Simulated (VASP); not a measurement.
# Si in VASP: single point with r2SCAN

Aim: the single point of Si with r2SCAN.

All numbers are computed with VASP 6.6.1; they aren't measurements. Logs are shortened: lines on timing, memory, paths and dates and some standing lists are left out, and cuts for length are marked.

### Step 1. The cell of the first run

The cell holds a slab with vacuum, 12 atoms: a = 3.864 Å, b = 3.864 Å, c = 30.233 Å, α = 90.00°, β = 90.00°, γ = 120.00°.

### Step 2. Single point, r2SCAN

POSCAR reads:

```
Si
1.0
    3.8639902187      0.0000000000      0.0000000000
   -1.9319951094      3.3463136894      0.0000000000
    0.0000000000      0.0000000000     30.2334550662
Si
12
Direct
    0.6666666667      0.3333333333      1.0006683933
    0.6666666667      0.3333333333      0.5213873404
    0.6666666667      0.3333333333      0.7099459895
    0.6666666667      0.3333333333      0.2306649367
    0.0000000000      0.0000000000      0.6156666650
    0.3333333333      0.6666666667      0.2099459895
    0.0000000000      0.0000000000      0.1156666650
    0.6666666667      0.3333333333      0.6156666650
    0.3333333333      0.6666666667      0.7306649367
    0.3333333333      0.6666666667      0.1156666650
    0.3333333333      0.6666666667      0.5006683933
    0.3333333333      0.6666666667      1.0213873404
```

INCAR.step1 reads:

```
  PREC = Accurate
  ENCUT = 520
  ISMEAR = 0
  SIGMA = 0.1
  LREAL = False
  LASPH = True
  NELM = 60
  NBANDS = 36
  GGA = PE
  ALGO = Normal
  EDIFF = 1E-4
  LWAVE = True
  LCHARG = False
```

INCAR.step2 reads:

```
  PREC = Accurate
  ENCUT = 520
  EDIFF = 1E-7
  ISMEAR = 0
  SIGMA = 0.1
  LREAL = False
  LASPH = True
  NELM = 60
  ALGO = Normal
  ISIF = 2
  LWAVE = False
  LCHARG = False
  METAGGA = R2SCAN
  LMIXTAU = True
  NBANDS = 36
  ISTART = 1
```

KPOINTS reads:

```
Automatic mesh
0
Gamma
  12 12 2
```

Potentials or basis: VASP PAW PBE potentials, release 64 (Si).

Command:

```bash
$ cat potpaw_PBE.64/Si/POTCAR > POTCAR
$ cp INCAR.step1 INCAR
$ mpirun -np 1 vasp_std > vasp.out
$ cp INCAR.step2 INCAR
$ mpirun -np 1 vasp_std > vasp.out
```

OUTCAR:

```text
PREC = Accurate
   ENCUT = 520
   EDIFF = 1E-7
   ISMEAR = 0
   LREAL = False
   LASPH = True
   NELM = 60
   ISIF = 2
   METAGGA = R2SCAN
   ISTART = 1

 ion  position               nearest neighbor table
   1  0.667  0.333  0.001-  12 2.32  12 2.32  12 2.32
   2  0.667  0.333  0.521-  11 2.32  11 2.32  11 2.32   8 2.85
   3  0.667  0.333  0.710-   9 2.32   9 2.32   9 2.32   8 2.85
   4  0.667  0.333  0.231-   6 2.32   6 2.32   6 2.32
   5  0.000  0.000  0.616-   8 2.23   8 2.23   8 2.23
   6  0.333  0.667  0.210-   4 2.32   4 2.32   4 2.32  10 2.85
   7  0.000  0.000  0.116-  10 2.23  10 2.23  10 2.23
   8  0.667  0.333  0.616-   5 2.23   5 2.23   5 2.23   3 2.85   2 2.85
   9  0.333  0.667  0.731-   3 2.32   3 2.32   3 2.32
  10  0.333  0.667  0.116-   7 2.23   7 2.23   7 2.23   6 2.85  12 2.85
  11  0.333  0.667  0.501-   2 2.32   2 2.32   2 2.32
  12  0.333  0.667  0.021-   1 2.32   1 2.32   1 2.32  10 2.85

  LATTYP: Found a hexagonal cell.
 ALAT       =     3.8639902187
 C/A-ratio  =     7.8244129397

  Lattice vectors:

 A1 = (   3.8639902187,   0.0000000000,   0.0000000000)
 A2 = (  -1.9319951094,   3.3463136894,   0.0000000000)
 A3 = (   0.0000000000,   0.0000000000,  30.2334550662)

Analysis of symmetry for initial positions (statically):
=====================================================================
 Subroutine PRICEL returns:
 Original cell was already a primitive cell.

 Routine SETGRP: Setting up the symmetry group for a
 hexagonal supercell.

 Subroutine GETGRP returns: Found 24 space group operations
 (whereof  6 operations were pure point group operations)
 out of a pool of 24 trial point group operations.

The static configuration has the point symmetry C_3v.
 The point group associated with its full space group is D_6h.

Analysis of symmetry for dynamics (positions and initial velocities):
=====================================================================
 Subroutine PRICEL returns:
 Original cell was already a primitive cell.

 Routine SETGRP: Setting up the symmetry group for a
 hexagonal supercell.

 Subroutine GETGRP returns: Found 24 space group operations
 (whereof  6 operations were pure point group operations)
 out of a pool of 24 trial point group operations.

The dynamic configuration has the point symmetry C_3v.
 The point group associated with its full space group is D_6h.

 Subroutine INISYM returns: Found 24 space group operations
 (whereof  6 operations are pure point group operations),
 and found     1 'primitive' translations

----------------------------------------------------------------------------------------

                                     Primitive cell

  volume of cell :     390.9223

  direct lattice vectors                    reciprocal lattice vectors
     3.863990219  0.000000000  0.000000000     0.258799827  0.149418150  0.000000000
    -1.931995109  3.346313689  0.000000000     0.000000000  0.298836300  0.000000000
     0.000000000  0.000000000 30.233455066     0.000000000  0.000000000  0.033075942

  length of vectors
     3.863990219  3.863990219 30.233455066     0.298836300  0.298836300  0.033075942

  position of ions in fractional coordinates (direct lattice)
     0.666666667  0.333333333  0.000668393
     0.666666667  0.333333333  0.521387340
     0.666666667  0.333333333  0.709945989
     0.666666667  0.333333333  0.230664937
     0.000000000  0.000000000  0.615666665
     0.333333333  0.666666667  0.209945989
     0.000000000  0.000000000  0.115666665
     0.666666667  0.333333333  0.615666665
     0.333333333  0.666666667  0.730664937
     0.333333333  0.666666667  0.115666665
     0.333333333  0.666666667  0.500668393
     0.333333333  0.666666667  0.021387340

  ion indices of the primitive-cell ions
   primitive index   ion index
                 1           1
                 2           2
                 3           3
                 4           4
                 5           5
                 6           6
                 7           7
                 8           8
                 9           9
                10          10
                11          11
                12          12

----------------------------------------------------------------------------------------

 KPOINTS: Automatic mesh

Automatic generation of k-mesh.
 Grid dimensions read from file:
 generate k-points for:   12   12    2

 Generating k-lattice:

  Cartesian coordinates                     Fractional coordinates (reciprocal lattice)
     0.021566652  0.012451512  0.000000000     0.083333333 -0.000000000  0.000000000
     0.000000000  0.024903025  0.000000000     0.000000000  0.083333333  0.000000000
     0.000000000  0.000000000  0.016537971     0.000000000  0.000000000  0.500000000

  Length of vectors
     0.024903025  0.024903025  0.016537971

  Shift w.r.t. Gamma in fractional coordinates (k-lattice)
     0.000000000  0.000000000  0.000000000

 Subroutine IBZKPT returns following result:
 ===========================================

 Found     38 irreducible k-points:

 Following reciprocal coordinates:
            Coordinates               Weight
  0.000000  0.000000  0.000000      1.000000
  0.083333  0.000000  0.000000      6.000000
  0.166667  0.000000  0.000000      6.000000
  0.250000  0.000000  0.000000      6.000000
  0.333333  0.000000  0.000000      6.000000
  0.416667  0.000000  0.000000      6.000000
[... 16 lines left out ...]
  0.250000  0.000000  0.500000      6.000000
  0.333333  0.000000  0.500000      6.000000
 [... further k-points ...]
   k-points           NKPTS =     38   k-points in BZ     NKDIM =     38   number of bands    NBANDS=     36
   number of dos      NEDOS =    301   number of ions     NIONS =     12
   total plane-waves  NPLWV = 216000
   dimension x,y,z NGX =    30 NGY =   30 NGZ =  240
   dimension x,y,z NGXF=    60 NGYF=   60 NGZF=  480
   ions per type =              12
   NGX,Y,Z   is equivalent  to a cutoff of  12.91, 12.91, 13.20 a.u.
   NGXF,Y,Z  is equivalent  to a cutoff of  25.81, 25.81, 26.39 a.u.
 SYSTEM =  unknown system
   PREC   = accura    normal or accurate (medium, high low for compatibility)
   ISTART =      1    job   : 0-new  1-cont  2-samecut
   ICHARG =      0    charge: 1-file 2-atom 10-const
   ISPIN  =      1    spin polarized calculation?
   LNONCOLLINEAR =      F non collinear calculations
   LSORBIT =      F    spin-orbit coupling
   LASPH  =      T    aspherical Exc in radial PAW
   ENCUT  =  520.0 eV  38.22 Ry    6.18 a.u.   7.18  7.18 56.21*2*pi/ulx,y,z
   NELM   =     60;   NELMIN=  2; NELMDL=  0     # of ELM steps
   EDIFF  = 0.1E-06   stopping-criterion for ELM
   LREAL  =      F    real-space projection
   EDIFFG = 0.1E-05   stopping-criterion for IOM
   NSW    =      0    number of steps for IOM
   IBRION =     -1    ionic relax: 0-MD 1-quasi-New 2-CG
   NFREE  =      0    steps in history (QN), initial steepest desc. (CG)
   ISIF   =      2    stress and relaxation
   ISYM   =      2    0-nonsym 1-usesym 2-fastsym
   POTIM  = 0.5000    time-step for ionic-motion
   TEBEG  =    0.0;   TEEND  =   0.0 temperature during run
   PSTRESS=    0.0 pullay stress
   NELECT =      48.0000    total number of electrons
   NUPDOWN=      -1.0000    fix difference up-down
   EMIN   =  10.00;   EMAX   =-10.00  energy-range for DOS
   EFERMI =   0.00;   METHOD = LEGACY
   ISMEAR =     0;   SIGMA  =   0.10  broadening in eV -4-tet -1-fermi 0-gaus
   EFERMI_NEDOS =   21; number of points for ismear=-14 and -15
   IALGO  =     38    algorithm
   IMIX   =      4    mixing-type and parameters
     AMIX     =   0.40;   BMIX     =  1.00
     AMIX_MAG =   1.60;   BMIX_MAG =  1.00
  volume/ion in A,a.u.               =      32.58       219.84
  Fermi-wavevector in a.u.,A,eV,Ry     =   0.813689  1.537649  9.008278  0.662090
  Thomas-Fermi vector in A             =   1.923460
   LORBIT       =      0    0 simple, 1 ext, 2 COOP (PROOUT), +10 PAW based schemes
   METAGGA = R2SCAN    functional components
   LHFCALC =     F    Hartree Fock is set to
   AEXX    =    0.0000 exact exchange contribution
   IVDW    =     0    specifies the selected vdW correction
   LEPSILON=     F    determine dielectric tensor
   LRPA    =     F    only Hartree local field effects (RPA)
 non-spin polarized calculation
 Gauss-broadening in eV      SIGMA  =   0.10
  energy-cutoff  :      520.00
  volume of cell :      390.92
 maximum number of plane-waves:     10590
 NGX is ok and might be reduce to    30
   NGX = 15   NGY = 15   NGZ =113

 number of electron      48.0000003 magnetization

 Free energy of the ion-electron system (eV)
  ---------------------------------------------------
  ext. energy  EPLUGINS =         0.00000000
  ---------------------------------------------------
  free energy    TOTEN  =       -97.58453733 eV

  energy without entropy =      -97.56906355  energy(sigma->0) =      -97.57680044

 E-fermi :   1.7169     XC(G=0):  -6.9469

 val. band max:        1.6931602356   @ k =   0.2500   0.1667   0.0000
 cond. band min:       1.7711959506   @ k =   0.4167   0.0000   0.0000
 fundamental gap:      0.0780357150
 Fermi energy:         1.7169485426

 k-point     1 :       0.0000    0.0000    0.0000
  band No.  band energies     occupation
      1     -11.0405      2.00000
      2     -11.0405      2.00000
      3      -9.6853      2.00000
      4      -9.6853      2.00000
      5      -9.2483      2.00000
      6      -9.2482      2.00000
[... 28 lines left out ...]
     35       4.8385      0.00000
     36       5.0041      0.00000

 k-point     2 :       0.0833    0.0000    0.0000
  band No.  band energies     occupation
      1     -10.9546      2.00000
      2     -10.9546      2.00000
      3      -9.5995      2.00000
      4      -9.5995      2.00000
      5      -9.1638      2.00000
      6      -9.1637      2.00000
[... 28 lines left out ...]
     35       5.0443      0.00000
     36       5.0461      0.00000

 k-point     3 :       0.1667    0.0000    0.0000
  band No.  band energies     occupation
      1     -10.6986      2.00000
      2     -10.6986      2.00000
      3      -9.3440      2.00000
      4      -9.3440      2.00000
      5      -8.9125      2.00000
      6      -8.9124      2.00000
[... 28 lines left out ...]
     35       5.2888      0.00000
     36       5.2888      0.00000
[... 742 lines left out ...]
 k-point    23 :       0.2500    0.0000    0.5000
  band No.  band energies     occupation
      1     -10.2790      2.00000
      2     -10.2790      2.00000
      3      -8.9254      2.00000
      4      -8.9254      2.00000
      5      -8.5034      2.00000
      6      -8.5034      2.00000
[... 28 lines left out ...]
     35       6.4807      0.00000
     36       6.4807      0.00000

 k-point    24 :       0.3333    0.0000    0.5000
  band No.  band energies     occupation
      1      -9.7135      2.00000
      2      -9.7135      2.00000
      3      -8.3622      2.00000
      4      -8.3622      2.00000
      5      -7.9651      2.00000
      6      -7.9651      2.00000
[... 28 lines left out ...]
     35       5.9717      0.00000
     36       5.9717      0.00000

 [... further k-points ...]

------------------------ aborting loop because EDIFF is reached ----------------------------------------

  FORCE on cell =-STRESS in cart. coord.  units (eV):
  Direction    XX          YY          ZZ          XY          YZ          ZX
  --------------------------------------------------------------------------------------
  -------------------------------------------------------------------------------------
  Total       -0.3889681     -0.3889681     -0.0076942      0.0000000     -0.0000000      0.0000000
  in kB       -1.5941682     -1.5941682     -0.0315343      0.0000000     -0.0000000      0.0000000
  external PRESSURE =      -1.0732902 kB  Pullay stress =       0.0000000 kB

 VOLUME and BASIS-vectors are now :
 -----------------------------------------------------------------------------
  energy-cutoff  :      520.00
  volume of cell :      390.92
      direct lattice vectors                 reciprocal lattice vectors
     3.863990219  0.000000000  0.000000000     0.258799827  0.149418150  0.000000000
    -1.931995109  3.346313689  0.000000000     0.000000000  0.298836300  0.000000000
     0.000000000  0.000000000 30.233455066     0.000000000  0.000000000  0.033075942

 POSITION                                       TOTAL-FORCE (eV/Angst)
 -----------------------------------------------------------------------------------
      1.93200      1.11544      0.02021        -0.000000     -0.000000      0.020455
      1.93200      1.11544     15.76334         0.000000      0.000000     -0.026226
      1.93200      1.11544     21.46412         0.000000      0.000000      0.026226
      1.93200      1.11544      6.97380         0.000000     -0.000000     -0.020455
      0.00000      0.00000     18.61373         0.000000      0.000000      0.000000
     -0.00000      2.23088      6.34739         0.000000     -0.000000      0.026226
      0.00000      0.00000      3.49700        -0.000000     -0.000000      0.000000
      1.93200      1.11544     18.61373        -0.000000      0.000000      0.000000
     -0.00000      2.23088     22.09053         0.000000      0.000000     -0.020455
     -0.00000      2.23088      3.49700         0.000000     -0.000000      0.000000
     -0.00000      2.23088     15.13694         0.000000      0.000000      0.020455
     -0.00000      2.23088      0.64661        -0.000000      0.000000     -0.026226
 -----------------------------------------------------------------------------------
    total drift:                                0.000000      0.000000     -0.000111

  FREE ENERGIE OF THE ION-ELECTRON SYSTEM (eV)
  ---------------------------------------------------
  free  energy   TOTEN  =       -97.5845373260 eV

  energy  without entropy=      -97.5690635530  energy(sigma->0) =      -97.57680044
```

It took 53 min on 1 thread of Intel Xeon 6975P-C (Granite Rapids), shared host; peak memory 0.72 GiB.

Results:

```
Free energy            : -97.5845 eV
Largest force          : 0.026 eV/Å
Band gap on the k mesh : zero (bands 24 and 25 overlap by 0.12 eV)
```

Forces on the atoms (eV/Å):
```
Si   0.000  0.000  0.020
Si   0.000  0.000 -0.026
Si   0.000  0.000  0.026
Si   0.000  0.000 -0.020
Si   0.000  0.000  0.000
Si   0.000  0.000  0.026
Si   0.000  0.000  0.000
Si   0.000  0.000  0.000
Si   0.000  0.000 -0.020
Si   0.000  0.000  0.000
Si   0.000  0.000  0.020
Si   0.000  0.000 -0.026
```

Caveat: the PAW data sets were made with another functional, which shifts forces and pressure a little.
